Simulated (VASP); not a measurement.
# CaO in VASP: single point with PBE

Aim: the single point of CaO with PBE.

Program: VASP 6.6.1. These are calculated values, not measurements. Logs are shortened: lines on timing, memory, paths and dates and some standing lists are left out, and cuts for length are marked.

## 1. The cell of the first run

The cell holds a slab with vacuum, 24 atoms: a = 6.832 Å, b = 6.832 Å, c = 22.973 Å, α = 90.00°, β = 90.00°, γ = 120.00°.

## 2. Single point, PBE

Contents of INCAR:

```
PREC = Accurate
ENCUT = 520
EDIFF = 1E-7
ISMEAR = 0
SIGMA = 0.05
LREAL = Auto
LASPH = True
NELM = 100
ALGO = Normal
ISIF = 2
LWAVE = False
LCHARG = True
LDIPOL = True
IDIPOL = 3
DIPOL = 0.5 0.5 0.498
GGA = PE
LELF = True
LVHAR = True
LVACPOTAV = True
NBANDS = 114
```

Contents of KPOINTS:

```
regular mesh
0
Gamma
  3 3 1
```

Contents of POSCAR:

```
CaO
1.0
    6.8319513296      0.0000000000      0.0000000000
   -3.4159756648      5.9166434088      0.0000000000
    0.0000000000      0.0000000000     22.9728311271
O Ca
12 12
Direct
    0.1666666667      0.3333333333      0.3482374443
    0.1666666667      0.8333333333      0.3482374443
    0.6666666667      0.3333333333      0.3482374443
    0.6666666667      0.8333333333      0.3482374443
    0.5000000000      0.5000000000      0.4696474889
    0.5000000000      0.0000000000      0.4696474889
    0.0000000000      0.5000000000      0.4696474889
    0.0000000000      0.0000000000      0.4696474889
    0.8333333333      0.6666666667      0.5939444784
    0.8333333333      0.1666666667      0.5939444784
    0.3333333333      0.6666666667      0.5939444784
    0.3333333333      0.1666666667      0.5939444784
    0.3333333333      0.1666666667      0.4089424666
    0.3333333333      0.6666666667      0.4089424666
    0.8333333333      0.1666666667      0.4089424666
    0.8333333333      0.6666666667      0.4089424666
    0.6666666667      0.3333333333      0.5229470542
    0.6666666667      0.8333333333      0.5229470542
    0.1666666667      0.3333333333      0.5229470542
    0.1666666667      0.8333333333      0.5229470542
    0.0000000000      0.5000000000      0.6465532532
    0.0000000000      0.0000000000      0.6465532532
    0.5000000000      0.5000000000      0.6465532532
    0.5000000000      0.0000000000      0.6465532532
```

Potentials or basis: VASP PAW PBE potentials, release 64 (O, Ca_sv).

Launch:

```
> cat potpaw_PBE.64/O/POTCAR potpaw_PBE.64/Ca_sv/POTCAR > POTCAR
> mpirun -np 1 vasp_std > vasp.out
```

OUTCAR:

```text
PREC = Accurate
   ENCUT = 520
   EDIFF = 1E-7
   ISMEAR = 0
   LREAL = Auto
   LASPH = True
   NELM = 100
   ISIF = 2
   GGA = PE

 ion  position               nearest neighbor table
   1  0.167  0.333  0.348-  13 2.42  14 2.42  15 2.42
   2  0.167  0.833  0.348-  14 2.42  13 2.42  16 2.42
   3  0.667  0.333  0.348-  15 2.42  16 2.42  13 2.42
   4  0.667  0.833  0.348-  16 2.42  15 2.42  14 2.42
   5  0.500  0.500  0.470-  18 2.32  19 2.32  17 2.32  13 2.42  16 2.42  14 2.42
   6  0.500  0.000  0.470-  17 2.32  20 2.32  18 2.32  14 2.42  15 2.42  13 2.42
   7  0.000  0.500  0.470-  20 2.32  17 2.32  19 2.32  15 2.42  14 2.42  16 2.42
   8  0.000  0.000  0.470-  19 2.32  18 2.32  20 2.32  16 2.42  13 2.42  15 2.42
   9  0.833  0.667  0.594-  22 2.31  23 2.31  21 2.31  18 2.56  17 2.56  20 2.56
  10  0.833  0.167  0.594-  21 2.31  24 2.31  22 2.31  17 2.56  18 2.56  19 2.56
[... 8 lines left out ...]
  19  0.167  0.333  0.523-   8 2.32   5 2.32   7 2.32  12 2.56  11 2.56  10 2.56
  20  0.167  0.833  0.523-   7 2.32   6 2.32   8 2.32  11 2.56  12 2.56   9 2.56
  21  0.000  0.500  0.647-  10 2.31  11 2.31   9 2.31
  22  0.000  0.000  0.647-   9 2.31  12 2.31  10 2.31
  23  0.500  0.500  0.647-  12 2.31   9 2.31  11 2.31
  24  0.500  0.000  0.647-  11 2.31  10 2.31  12 2.31

  LATTYP: Found a hexagonal cell.
 ALAT       =     6.8319513296
 C/A-ratio  =     3.3625577846

  Lattice vectors:

 A1 = (   6.8319513296,   0.0000000000,   0.0000000000)
 A2 = (  -3.4159756648,   5.9166434088,   0.0000000000)
 A3 = (   0.0000000000,   0.0000000000,  22.9728311271)

Analysis of symmetry for initial positions (statically):
=====================================================================
 Subroutine PRICEL returns following result:

  LATTYP: Found a hexagonal cell.
 ALAT       =     3.4159756648
 C/A-ratio  =     6.7251155691

  Lattice vectors:

 A1 = (   3.4159756648,   0.0000000000,   0.0000000000)
 A2 = (  -1.7079878324,   2.9583217044,   0.0000000000)
 A3 = (   0.0000000000,   0.0000000000,  22.9728311271)

   4 primitive cells build up your supercell.

 Routine SETGRP: Setting up the symmetry group for a
 hexagonal supercell.

 Subroutine GETGRP returns: Found  6 space group operations
 (whereof  6 operations were pure point group operations)
 out of a pool of 24 trial point group operations.

The static configuration has the point symmetry C_3v.

Analysis of symmetry for dynamics (positions and initial velocities):
=====================================================================
 Subroutine PRICEL returns following result:

  LATTYP: Found a hexagonal cell.
 ALAT       =     3.4159756648
 C/A-ratio  =     6.7251155691

  Lattice vectors:

 A1 = (   3.4159756648,   0.0000000000,   0.0000000000)
 A2 = (  -1.7079878324,   2.9583217044,   0.0000000000)
 A3 = (   0.0000000000,   0.0000000000,  22.9728311271)

   4 primitive cells build up your supercell.

 Routine SETGRP: Setting up the symmetry group for a
 hexagonal supercell.

 Subroutine GETGRP returns: Found  6 space group operations
 (whereof  6 operations were pure point group operations)
 out of a pool of 24 trial point group operations.

The dynamic configuration has the point symmetry C_3v.

 Subroutine INISYM returns: Found  6 space group operations
 (whereof  6 operations are pure point group operations),
 and found     4 'primitive' translations

----------------------------------------------------------------------------------------

                                     Primitive cell

  volume of cell :     232.1532

  direct lattice vectors                    reciprocal lattice vectors
     3.415975665  0.000000000  0.000000000     0.292742132  0.169014749  0.000000000
    -1.707987832  2.958321704  0.000000000     0.000000000  0.338029498  0.000000000
     0.000000000  0.000000000 22.972831127     0.000000000  0.000000000  0.043529681

  length of vectors
     3.415975665  3.415975665 22.972831127     0.338029498  0.338029498  0.043529681

  position of ions in fractional coordinates (direct lattice)
     0.333333333  0.666666667  0.348237444
     0.000000000  0.000000000  0.469647489
     0.666666667  0.333333333  0.593944478
     0.666666667  0.333333333  0.408942467
     0.333333333  0.666666667  0.522947054
     0.000000000  0.000000000  0.646553253

  ion indices of the primitive-cell ions
   primitive index   ion index
                 1           1
                 2           7
                 3          12
                 4          13
                 5          19
                 6          21

----------------------------------------------------------------------------------------

 KPOINTS: regular mesh

Automatic generation of k-mesh.
 Grid dimensions read from file:
 generate k-points for:    3    3    1

 Generating k-lattice:

  Cartesian coordinates                     Fractional coordinates (reciprocal lattice)
     0.048790355  0.028169125  0.000000000     0.333333333  0.000000000  0.000000000
     0.000000000  0.056338250  0.000000000     0.000000000  0.333333333  0.000000000
     0.000000000  0.000000000  0.043529681     0.000000000  0.000000000  1.000000000

  Length of vectors
     0.056338250  0.056338250  0.043529681

  Shift w.r.t. Gamma in fractional coordinates (k-lattice)
     0.000000000  0.000000000  0.000000000

 Subroutine IBZKPT returns following result:
 ===========================================

 Found      3 irreducible k-points:

 Following reciprocal coordinates:
            Coordinates               Weight
  0.000000  0.000000  0.000000      1.000000
  0.333333  0.000000  0.000000      6.000000
  0.333333  0.333333  0.000000      2.000000
   k-points           NKPTS =      3   k-points in BZ     NKDIM =      3   number of bands    NBANDS=    114
   number of dos      NEDOS =    301   number of ions     NIONS =     24
   total plane-waves  NPLWV = 524880
   dimension x,y,z NGX =    54 NGY =   54 NGZ =  180
   dimension x,y,z NGXF=   108 NGYF=  108 NGZF=  360
   ions per type =              12  12
   NGX,Y,Z   is equivalent  to a cutoff of  13.14, 13.14, 13.03 a.u.
   NGXF,Y,Z  is equivalent  to a cutoff of  26.28, 26.28, 26.05 a.u.
 SYSTEM =  unknown system
   PREC   = accura    normal or accurate (medium, high low for compatibility)
   ISTART =      0    job   : 0-new  1-cont  2-samecut
   ICHARG =      2    charge: 1-file 2-atom 10-const
   ISPIN  =      1    spin polarized calculation?
   LNONCOLLINEAR =      F non collinear calculations
   LSORBIT =      F    spin-orbit coupling
   LASPH  =      T    aspherical Exc in radial PAW
   ENCUT  =  520.0 eV  38.22 Ry    6.18 a.u.  12.70 12.70 42.71*2*pi/ulx,y,z
   NELM   =    100;   NELMIN=  2; NELMDL= -5     # of ELM steps
   EDIFF  = 0.1E-06   stopping-criterion for ELM
   LREAL  =      T    real-space projection
   EDIFFG = 0.1E-05   stopping-criterion for IOM
   NSW    =      0    number of steps for IOM
   IBRION =     -1    ionic relax: 0-MD 1-quasi-New 2-CG
   NFREE  =      0    steps in history (QN), initial steepest desc. (CG)
   ISIF   =      2    stress and relaxation
   ISYM   =      2    0-nonsym 1-usesym 2-fastsym
   POTIM  = 0.5000    time-step for ionic-motion
   TEBEG  =    0.0;   TEEND  =   0.0 temperature during run
   PSTRESS=    0.0 pullay stress
   NELECT =     192.0000    total number of electrons
   NUPDOWN=      -1.0000    fix difference up-down
   EMIN   =  10.00;   EMAX   =-10.00  energy-range for DOS
   EFERMI =   0.00;   METHOD = LEGACY
   ISMEAR =     0;   SIGMA  =   0.05  broadening in eV -4-tet -1-fermi 0-gaus
   EFERMI_NEDOS =   21; number of points for ismear=-14 and -15
   IALGO  =     38    algorithm
   IMIX   =      4    mixing-type and parameters
     AMIX     =   0.40;   BMIX     =  1.00
     AMIX_MAG =   1.60;   BMIX_MAG =  1.00
  volume/ion in A,a.u.               =      38.69       261.11
  Fermi-wavevector in a.u.,A,eV,Ry     =   0.968048  1.829346 12.750257  0.937117
  Thomas-Fermi vector in A             =   2.097985
   LORBIT       =      0    0 simple, 1 ext, 2 COOP (PROOUT), +10 PAW based schemes
   GGA     = PE    functional components
   LHFCALC =     F    Hartree Fock is set to
   AEXX    =    0.0000 exact exchange contribution
   IVDW    =     0    specifies the selected vdW correction
   LEPSILON=     F    determine dielectric tensor
   LRPA    =     F    only Hartree local field effects (RPA)
 non-spin polarized calculation
 Gauss-broadening in eV      SIGMA  =   0.05
  energy-cutoff  :      520.00
  volume of cell :      928.61
 maximum number of plane-waves:     25063
 NGX is ok and might be reduce to    54
   NGX = 25   NGY = 25   NGZ = 85

 dipolmoment           0.000000      0.000000      0.543761 electrons x Angstroem

 number of electron     192.0000066 magnetization

 dipolmoment           0.000000      0.000000     -1.243148 electrons x Angstroem

 Free energy of the ion-electron system (eV)
  ---------------------------------------------------
  ext. energy  EPLUGINS =         0.00000000
  ---------------------------------------------------
  free energy    TOTEN  =      -131.73253667 eV

  energy without entropy =     -131.67983402  energy(sigma->0) =     -131.70618535

 E-fermi :  -2.5461     XC(G=0):  -4.6568

 val. band max:       -2.5739255443   @ k =   0.0000   0.0000   0.0000
 cond. band min:      -2.5406246849   @ k =   0.3333   0.0000   0.0000
 fundamental gap:      0.0333008595
 Fermi energy:        -2.5461039142

 k-point     1 :       0.0000    0.0000    0.0000
  band No.  band energies     occupation
      1     -44.3284      2.00000
      2     -44.2676      2.00000
      3     -44.2676      2.00000
      4     -44.2676      2.00000
      5     -43.0975      2.00000
      6     -43.0338      2.00000
[... 100 lines left out ...]
    107      -0.3576      0.00000
    108       0.3596      0.00000

 k-point     2 :       0.3333    0.0000    0.0000
  band No.  band energies     occupation
      1     -44.3133      2.00000
      2     -44.2829      2.00000
      3     -44.2677      2.00000
      4     -44.2677      2.00000
      5     -43.0817      2.00000
      6     -43.0498      2.00000
[... 100 lines left out ...]
    107      -0.1688      0.00000
    108       0.0481      0.00000

 k-point     3 :       0.3333    0.3333    0.0000
  band No.  band energies     occupation
      1     -44.2905      2.00000
      2     -44.2905      2.00000
      3     -44.2905      2.00000
      4     -44.2600      2.00000
      5     -43.0578      2.00000
      6     -43.0578      2.00000
[... 100 lines left out ...]
    107      -0.1778      0.00000
    108       0.1752      0.00000
 [bands above 108 left out]

------------------------ aborting loop because EDIFF is reached ----------------------------------------

  FORCE on cell =-STRESS in cart. coord.  units (eV):
  Direction    XX          YY          ZZ          XY          YZ          ZX
  --------------------------------------------------------------------------------------
  -------------------------------------------------------------------------------------
  Total        7.8286719      7.8286719     -2.8026648     -0.0000000      0.0000000      0.0000000
  in kB       13.5071585     13.5071585     -4.8355632     -0.0000000      0.0000000      0.0000000
  external PRESSURE =       7.3929179 kB  Pullay stress =       0.0000000 kB

 VOLUME and BASIS-vectors are now :
 -----------------------------------------------------------------------------
  energy-cutoff  :      520.00
  volume of cell :      928.61
      direct lattice vectors                 reciprocal lattice vectors
     6.831951330  0.000000000  0.000000000     0.146371066  0.084507374  0.000000000
    -3.415975665  5.916643409  0.000000000     0.000000000  0.169014749  0.000000000
     0.000000000  0.000000000 22.972831127     0.000000000  0.000000000  0.043529681

 POSITION                                       TOTAL-FORCE (eV/Angst)
 -----------------------------------------------------------------------------------
      0.00000      1.97221      8.00000         0.000000      0.000000      2.078165
     -1.70799      4.93054      8.00000        -0.000000      0.000000      2.078165
      3.41598      1.97221      8.00000         0.000000      0.000000      2.078165
      1.70799      4.93054      8.00000         0.000000      0.000000      2.078165
      1.70799      2.95832     10.78913         0.000000     -0.000000      1.408269
      3.41598      0.00000     10.78913         0.000000     -0.000000      1.408269
[... 16 lines left out ...]
      1.70799      2.95832     14.85316         0.000000     -0.000000      0.053030
      3.41598      0.00000     14.85316         0.000000     -0.000000      0.053030
 -----------------------------------------------------------------------------------
    total drift:                                0.000000      0.000001      0.030500

  FREE ENERGIE OF THE ION-ELECTRON SYSTEM (eV)
  ---------------------------------------------------
  free  energy   TOTEN  =      -131.7325366708 eV

  energy  without entropy=     -131.6798340202  energy(sigma->0) =     -131.70618535

 vacuum level on the upper side and lower side of the slab         1.393         6.958
```

Run time: 35 min. Hardware: 1 thread of AMD EPYC 7R13 (Zen 3), shared host; peak memory 1.1 GiB.

Results:

```
Free energy            : -131.7325 eV
Largest force          : 3.551 eV/Å
Band gap on the k mesh : zero (bands 96 and 97 overlap by 0.15 eV)
```

Forces on the atoms (eV/Å):
```
O    0.000  0.000  2.078
O    0.000  0.000  2.078
O    0.000  0.000  2.078
O    0.000  0.000  2.078
O    0.000  0.000  1.408
O    0.000  0.000  1.408
O    0.000  0.000  1.408
O    0.000  0.000  1.408
O    0.000  0.000 -0.020
O    0.000  0.000 -0.020
O    0.000  0.000 -0.020
O    0.000  0.000 -0.020
Ca   0.000  0.000 -3.551
Ca   0.000  0.000 -3.551
Ca   0.000  0.000 -3.551
Ca   0.000  0.000 -3.551
Ca   0.000  0.000  0.031
Ca   0.000  0.000  0.031
Ca   0.000  0.000  0.031
Ca   0.000  0.000  0.031
Ca   0.000  0.000  0.053
Ca   0.000  0.000  0.053
Ca   0.000  0.000  0.053
Ca   0.000  0.000  0.053
```

The gap in the log of VASP goes by the Fermi energy; the results here count the filled bands.